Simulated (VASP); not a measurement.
# BN in VASP: settings compared

BN is run at these levels: r2SCAN, HSE06; tasks: single point.

Program: VASP 6.6.1. These are calculated values, not measurements. Logs are shortened: lines on timing, memory, paths and dates and some standing lists are left out, and cuts for length are marked.

**1. The cell of the first run**

The structure is cubic, space group F-43m (No. 216). The conventional cell has a = 3.610 Å, b = 3.610 Å, c = 3.610 Å, α = 90.00°, β = 90.00°, γ = 90.00°. Within 2.1 Å of B (site symmetry -43m) lie 4 N at 1.56 Å. N (site symmetry -43m) has 4 B at 1.56 Å within 2.1 Å.

**2. Single point, r2SCAN**

Input file POSCAR:

```
BN
1.0
    0.0000000000      1.8048254497      1.8048254497
    1.8048254497      0.0000000000      1.8048254497
    1.8048254497      1.8048254497      0.0000000000
B N
1 1
Direct
    0.0000000000      0.0000000000      0.0000000000
    0.2500000000      0.2500000000      0.2500000000
```

Input file INCAR.step1:

```
SYSTEM = BN
ALGO = Normal
EDIFF = 1E-5
ENCUT = 1460
GGA = PE
GGA_COMPAT = .False.
ISMEAR = 0
LASPH = .True.
LCHARG = .False.
LREAL = .False.
LWAVE = .True.
NBANDS = 11
NELM = 120
PREC = Accurate
SIGMA = 0.01
```

Input file INCAR.step2:

```
SYSTEM = BN
ALGO = Normal
EDIFF = 1E-6
ENCUT = 1460
GGA_COMPAT = .False.
ISIF = 2
ISMEAR = 0
ISTART = 1
LASPH = .True.
LCHARG = .False.
LMIXTAU = .True.
LREAL = .False.
LWAVE = .False.
METAGGA = R2SCAN
NBANDS = 11
NELM = 120
PREC = Accurate
SIGMA = 0.01
```

Input file KPOINTS:

```
k-points
0
Gamma
  12 12 12
  0 0 0
```

Potentials or basis: VASP PAW PBE potentials, release 64 (B_h, N_h).

Command:

```console
$ cat potpaw_PBE.64/B_h/POTCAR potpaw_PBE.64/N_h/POTCAR > POTCAR
$ cp INCAR.step1 INCAR
$ mpirun -np 1 vasp_std > vasp.out
$ cp INCAR.step2 INCAR
$ mpirun -np 1 vasp_std > vasp.out
```

OUTCAR:

```text
SYSTEM = BN
   EDIFF = 1E-6
   ENCUT = 1460
   ISIF = 2
   ISMEAR = 0
   ISTART = 1
   LASPH = .True.
   LREAL = .False.
   METAGGA = R2SCAN
   NELM = 120
   PREC = Accurate

 ion  position               nearest neighbor table
   1  0.000  0.000  0.000-
   2  0.250  0.250  0.250-

  LATTYP: Found a face centered cubic cell.
 ALAT       =     3.6096508994

  Lattice vectors:

 A1 = (   0.0000000000,   1.8048254497,   1.8048254497)
 A2 = (   1.8048254497,   0.0000000000,   1.8048254497)
 A3 = (   1.8048254497,   1.8048254497,   0.0000000000)

Analysis of symmetry for initial positions (statically):
=====================================================================
 Subroutine PRICEL returns:
 Original cell was already a primitive cell.

 Routine SETGRP: Setting up the symmetry group for a
 face centered cubic supercell.

 Subroutine GETGRP returns: Found 24 space group operations
 (whereof 24 operations were pure point group operations)
 out of a pool of 48 trial point group operations.

The static configuration has the point symmetry T_d .

Analysis of symmetry for dynamics (positions and initial velocities):
=====================================================================
 Subroutine PRICEL returns:
 Original cell was already a primitive cell.

 Routine SETGRP: Setting up the symmetry group for a
 face centered cubic supercell.

 Subroutine GETGRP returns: Found 24 space group operations
 (whereof 24 operations were pure point group operations)
 out of a pool of 48 trial point group operations.

The dynamic configuration has the point symmetry T_d .

 Subroutine INISYM returns: Found 24 space group operations
 (whereof 24 operations are pure point group operations),
 and found     1 'primitive' translations

----------------------------------------------------------------------------------------

                                     Primitive cell

  volume of cell :      11.7581

  direct lattice vectors                    reciprocal lattice vectors
     0.000000000  1.804825450  1.804825450    -0.277035101  0.277035101  0.277035101
     1.804825450  0.000000000  1.804825450     0.277035101 -0.277035101  0.277035101
     1.804825450  1.804825450  0.000000000     0.277035101  0.277035101 -0.277035101

  length of vectors
     2.552408629  2.552408629  2.552408629     0.479838870  0.479838870  0.479838870

  position of ions in fractional coordinates (direct lattice)
[... 85 lines left out ...]
   ISIF   =      2    stress and relaxation
   ISYM   =      2    0-nonsym 1-usesym 2-fastsym
   POTIM  = 0.5000    time-step for ionic-motion
   TEBEG  =    0.0;   TEEND  =   0.0 temperature during run
   PSTRESS=    0.0 pullay stress
   NELECT =       8.0000    total number of electrons
   NUPDOWN=      -1.0000    fix difference up-down
   EMIN   =  10.00;   EMAX   =-10.00  energy-range for DOS
   EFERMI =   0.00;   METHOD = LEGACY
   ISMEAR =     0;   SIGMA  =   0.01  broadening in eV -4-tet -1-fermi 0-gaus
   EFERMI_NEDOS =   21; number of points for ismear=-14 and -15
   IALGO  =     38    algorithm
   IMIX   =      4    mixing-type and parameters
     AMIX     =   0.40;   BMIX     =  1.00
     AMIX_MAG =   1.60;   BMIX_MAG =  1.00
  volume/ion in A,a.u.               =       5.88        39.67
  Fermi-wavevector in a.u.,A,eV,Ry     =   1.439880  2.720979 28.208337  2.073254
  Thomas-Fermi vector in A             =   2.558686
   LORBIT       =      0    0 simple, 1 ext, 2 COOP (PROOUT), +10 PAW based schemes
   METAGGA = R2SCAN    functional components
   LHFCALC =     F    Hartree Fock is set to
   AEXX    =    0.0000 exact exchange contribution
   IVDW    =     0    specifies the selected vdW correction
   LEPSILON=     F    determine dielectric tensor
   LRPA    =     F    only Hartree local field effects (RPA)
 non-spin polarized calculation
 Gauss-broadening in eV      SIGMA  =   0.01
  energy-cutoff  :     1460.00
  volume of cell :       11.76
 maximum number of plane-waves:      1524
   NGX = 15   NGY = 15   NGZ = 15

 number of electron       8.0000000 magnetization

 Free energy of the ion-electron system (eV)
  ---------------------------------------------------
  ext. energy  EPLUGINS =         0.00000000
  ---------------------------------------------------
  free energy    TOTEN  =       -19.20399582 eV

  energy without entropy =      -19.20399582  energy(sigma->0) =      -19.20399582

 E-fermi :   9.0463     XC(G=0): -13.7800

 val. band max:        8.9852943725   @ k =   0.0000   0.0000   0.0000
 cond. band min:      13.9833145734   @ k =   0.5000   0.5000   0.0000
 fundamental gap:      4.9980202009
 Fermi energy:         9.0463034531

 k-point     1 :       0.0000    0.0000    0.0000
  band No.  band energies     occupation
      1     -12.3489      2.00000
      2       8.9853      2.00000
      3       8.9853      2.00000
      4       8.9853      2.00000
      5      18.5570      0.00000
      6      18.5570      0.00000
      7      18.5570      0.00000
      8      20.1250      0.00000
      9      35.2146      0.00000
     10      37.7429      0.00000
     11      37.7429      0.00000
[... 309 lines left out ...]
 k-point    24 :      -0.4167    0.1667    0.0000
  band No.  band energies     occupation
      1      -7.6552      2.00000
      2      -1.4120      2.00000
      3       4.6779      2.00000
      4       6.3147      2.00000
      5      19.0269      0.00000
      6      22.0591      0.00000
      7      22.1473      0.00000
      8      25.8715      0.00000
      9      31.4120      0.00000
     10      35.6087      0.00000
     11      37.3376      0.00000

 [... further k-points ...]

------------------------ aborting loop because EDIFF is reached ----------------------------------------

  FORCE on cell =-STRESS in cart. coord.  units (eV):
  Direction    XX          YY          ZZ          XY          YZ          ZX
  --------------------------------------------------------------------------------------
  -------------------------------------------------------------------------------------
  Total       -0.0320734     -0.0320734     -0.0320734     -0.0000000      0.0000000      0.0000000
  in kB       -4.3703910     -4.3703910     -4.3703910     -0.0000000      0.0000000      0.0000000
  external PRESSURE =      -4.3703910 kB  Pullay stress =       0.0000000 kB

 VOLUME and BASIS-vectors are now :
 -----------------------------------------------------------------------------
  energy-cutoff  :     1460.00
  volume of cell :       11.76
      direct lattice vectors                 reciprocal lattice vectors
     0.000000000  1.804825450  1.804825450    -0.277035101  0.277035101  0.277035101
     1.804825450  0.000000000  1.804825450     0.277035101 -0.277035101  0.277035101
     1.804825450  1.804825450  0.000000000     0.277035101  0.277035101 -0.277035101

 POSITION                                       TOTAL-FORCE (eV/Angst)
 -----------------------------------------------------------------------------------
      0.00000      0.00000      0.00000        -0.000000     -0.000000     -0.000000
      0.90241      0.90241      0.90241         0.000000      0.000000      0.000000
 -----------------------------------------------------------------------------------
    total drift:                               -0.000000     -0.000000     -0.000000

  FREE ENERGIE OF THE ION-ELECTRON SYSTEM (eV)
  ---------------------------------------------------
  free  energy   TOTEN  =       -19.2039958248 eV

  energy  without entropy=      -19.2039958248  energy(sigma->0) =      -19.20399582
```

OSZICAR.step1:

```text
N       E                     dE             d eps       ncg     rms          rms(c)
DAV:   1     0.303819311432E+02    0.30382E+02   -0.84697E+03  1584   0.162E+03
DAV:   2    -0.163262949871E+02   -0.46708E+02   -0.43974E+02  2084   0.219E+02
DAV:   3    -0.184039312403E+02   -0.20776E+01   -0.20686E+01  1953   0.396E+01
DAV:   4    -0.184121453151E+02   -0.82141E-02   -0.82135E-02  1740   0.278E+00
DAV:   5    -0.184121739133E+02   -0.28598E-04   -0.28598E-04  1839   0.177E-01    0.602E+00
DAV:   6    -0.175460563289E+02    0.86612E+00   -0.29182E+00  1623   0.955E+00    0.234E+00
DAV:   7    -0.174817709146E+02    0.64285E-01   -0.12799E-01  1801   0.294E+00    0.122E+00
DAV:   8    -0.174691269730E+02    0.12644E-01   -0.38366E-02  1795   0.140E+00    0.145E-01
DAV:   9    -0.174694104574E+02   -0.28348E-03   -0.23376E-03  1712   0.328E-01    0.706E-02
DAV:  10    -0.174694620442E+02   -0.51587E-04   -0.22686E-04  1799   0.129E-01    0.125E-02
DAV:  11    -0.174694682094E+02   -0.61652E-05   -0.20772E-05  1757   0.414E-02
   1 F= -.17469468E+02 E0= -.17469468E+02  d E =-.138066E-42
```

Wall time 37 s (1 thread of Intel Xeon 6975P-C (Granite Rapids), shared host); peak memory 0.2 GiB.

Results:

```
Free energy            : -19.2040 eV
Pressure               : -0.4 GPa
Band gap on the k mesh : 5.00 eV (least direct gap 9.57 eV)
```

Caveat: the PAW data sets were made with another functional, which shifts forces and pressure a little. A k mesh can miss the band edges.

**3. Single point, HSE06 (shear xy strain -2.0%)**

Input file POSCAR:

```
BN
1.0
   -0.0180482545      1.8048254497      1.8048254497
    1.8048254497     -0.0180482545      1.8048254497
    1.7867771952      1.7867771952      0.0000000000
B N
1 1
Direct
   -0.0000912040     -0.0000912040      0.0000912040
    0.2500912040      0.2500912040      0.2499087960
```

Input file INCAR.step1:

```
PREC = Accurate
ENCUT = 520
EDIFF = 1E-5
ISMEAR = 0
SIGMA = 0.01
LREAL = F
LASPH = T
NELM = 60
ALGO = Normal
ISIF = 2
LWAVE = T
LCHARG = F
GGA = PE
NBANDS = 11
```

Input file INCAR.step2:

```
PREC = Accurate
ENCUT = 520
EDIFF = 1E-7
ISMEAR = 0
SIGMA = 0.01
LREAL = F
LASPH = T
NELM = 60
ALGO = Normal
ISIF = 2
LWAVE = F
LCHARG = F
GGA = PE
LHFCALC = T
HFSCREEN = 0.2079
PRECFOCK = Normal
ISTART = 1
NBANDS = 11
```

Input file KPOINTS:

```
Automatic mesh
0
Gamma
  8 8 8
```

Potentials or basis: VASP PAW PBE potentials, release 64 (B, N).

Command:

```console
$ cat potpaw_PBE.64/B/POTCAR potpaw_PBE.64/N/POTCAR > POTCAR
$ cp INCAR.step1 INCAR
$ mpirun -np 1 vasp_std > vasp.out
$ cp INCAR.step2 INCAR
$ mpirun -np 1 vasp_std > vasp.out
```

Run time: 31 min. Hardware: 1 thread of Intel Xeon 8259CL, shared host; peak memory 0.24 GiB.

It converged, with:

```yaml
Free_energy: -20.3205 eV
Pressure: -3.7 GPa
Largest_force: 0.019 eV/Å
Band_gap_on_the_k_mesh: 5.71 eV (least direct gap 10.26 eV)
```

Forces on the atoms (eV/Å):
```
B    0.000  0.000 -0.019
N    0.000  0.000  0.019
```

Stress tensor (GPa, compression positive):
```
-3.67  9.46  0.00
 9.46 -3.67  0.00
 0.00  0.00 -3.87
```

Levels at points of the mesh, in eV from the valence-band top:
```tsv
k point	band 1	band 2	band 3	band 4	band 5	band 6	band 7	band 8	band 9
(0.00, 0.00, 0.00)	-22.20	-0.08	-0.04	0.00	10.26	10.43	10.82	12.28	26.78
(0.50, 0.00, 0.00)	-17.74	-11.74	-2.08	-2.06	11.98	12.51	12.73	17.37	25.62
(0.50, 0.50, 0.00)	-16.17	-9.84	-5.57	-5.18	5.71	10.76	20.48	20.50	23.28
(0.00, 0.00, 0.50)	-17.56	-11.69	-2.25	-2.21	11.64	12.27	12.60	17.39	25.54
(0.50, 0.00, 0.50)	-16.16	-9.84	-5.37	-5.37	5.74	10.72	20.44	20.47	23.34
```

Caveat: the cell differs from its parent crystal (shear xy strain -2.0%); the cell stands under tension; the PAW data sets were made with another functional, which shifts forces and pressure a little.

**4. Single point, r2SCAN (epitaxial xy strain +2.0%)**

Input file POSCAR:

```
BN
1.0
    0.0000000000      1.8409219587      1.7893037172
    1.8409219587      0.0000000000      1.7893037172
    1.8409219587      1.8409219587      0.0000000000
B N
1 1
Direct
    0.0000000000      0.0000000000      0.0000000000
    0.2500000000      0.2500000000      0.2500000000
```

Input file INCAR.step1:

```
SYSTEM = BN
ALGO = Normal ; EDIFF = 1E-5
ENCUT = 1460 ; GGA = PE
GGA_COMPAT = .FALSE. ; ISMEAR = 0
LASPH = .TRUE. ; LCHARG = .FALSE.
LREAL = .FALSE. ; LWAVE = .TRUE.
NBANDS = 11 ; NELM = 120
PREC = Accurate ; SIGMA = 0.01
```

Input file INCAR.step2:

```
SYSTEM = BN
ALGO = Normal ; EDIFF = 1E-6
ENCUT = 1460 ; GGA_COMPAT = .FALSE.
ISIF = 2 ; ISMEAR = 0
ISTART = 1 ; LASPH = .TRUE.
LCHARG = .FALSE. ; LMIXTAU = .TRUE.
LREAL = .FALSE. ; LWAVE = .FALSE.
METAGGA = R2SCAN ; NBANDS = 11
NELM = 120 ; PREC = Accurate
SIGMA = 0.01
```

Input file KPOINTS:

```
k-points
0
G
  12 12 12
  0 0 0
```

Potentials or basis: VASP PAW PBE potentials, release 64 (B_h, N_h).

Command:

```console
$ cat potpaw_PBE.64/B_h/POTCAR potpaw_PBE.64/N_h/POTCAR > POTCAR
$ cp INCAR.step1 INCAR
$ mpirun -np 1 vasp_std > vasp.out
$ cp INCAR.step2 INCAR
$ mpirun -np 1 vasp_std > vasp.out
```

Run time: 2.5 min. Hardware: 1 thread of Intel Xeon Platinum 8259CL at 2.50GHz (Skylake/Cascade Lake), shared host; peak memory 0.24 GiB.

Results (log left out):

* Free energy: -19.1776 eV
* Pressure: -11.9 GPa
* Band gap on the k mesh: 4.46 eV (least direct gap 9.11 eV)

Stress tensor (GPa, compression positive):
```
-17.60   0.00   0.00
  0.00 -17.60   0.00
  0.00   0.00  -0.39
```

Levels at points of the mesh, in eV from the valence-band top:
```
           k point  band 1  band 2  band 3  band 4  band 5  band 6  band 7  band 8  band 9
(0.00, 0.00, 0.00)  -21.16   -0.27   -0.27    0.00    9.11    9.31    9.31   10.42   25.45
(0.50, 0.00, 0.00)  -16.99  -11.00   -2.35   -1.92   10.04   11.00   11.52   15.95   24.28
(0.50, 0.50, 0.00)  -15.40   -9.04   -5.39   -5.39    4.46    9.02   18.72   18.72   21.93
(0.50, 0.00, 0.50)  -15.71   -9.45   -5.01   -4.99    4.95    9.71   18.41   18.83   21.33
```

Caveat: the cell differs from its parent crystal (epitaxial xy strain +2.0%); the stress differs along the axes, from -18 to -0 GPa; the PAW data sets were made with another functional, which shifts forces and pressure a little. A k mesh can miss the band edges.

**5. The runs side by side**

| level | potentials or basis | cell | k mesh | cutoff (eV) | grid for exact exchange (PRECFOCK) | share of exact exchange | screening parameter | gap on the mesh (eV) | pressure (GPa) |
| --- | --- | --- | --- | --- | --- | --- | --- | --- | --- |
| r2SCAN | VASP PAW PBE potentials, release 64 (B_h, N_h) | a = 2.552 Å, angles 60.0°, 2 atoms, atomic positions A | 12 × 12 × 12 | 1460 | - | - | - | 5.00 | -0.4 |
| HSE06 | VASP PAW PBE potentials, release 64 (B, N) | a = 2.552, b = 2.552, c = 2.527 Å, angles 60.3, 60.3, 60.7°, 2 atoms, atomic positions B | 8 × 8 × 8 | 520 | Normal | 0.25 | 0.2079 1/Å | 5.71 | -3.7 |
| r2SCAN | VASP PAW PBE potentials, release 64 (B_h, N_h) | a = 2.567, b = 2.567, c = 2.603 Å, angles 59.5, 59.5, 60.9°, 2 atoms, atomic positions A | 12 × 12 × 12 | 1460 | - | - | - | 4.46 | -11.9 |

Alike in all rows: task single point; no spin polarisation; smearing gaussian 0.01 eV.

Caveats: the PAW data sets were made with another functional, which shifts forces and pressure a little; the cell stands under tension (at least some runs); the stress differs along the axes, from -18 to -0 GPa (at least some runs).

Absolute energies hang on the potentials; compare differences alone.
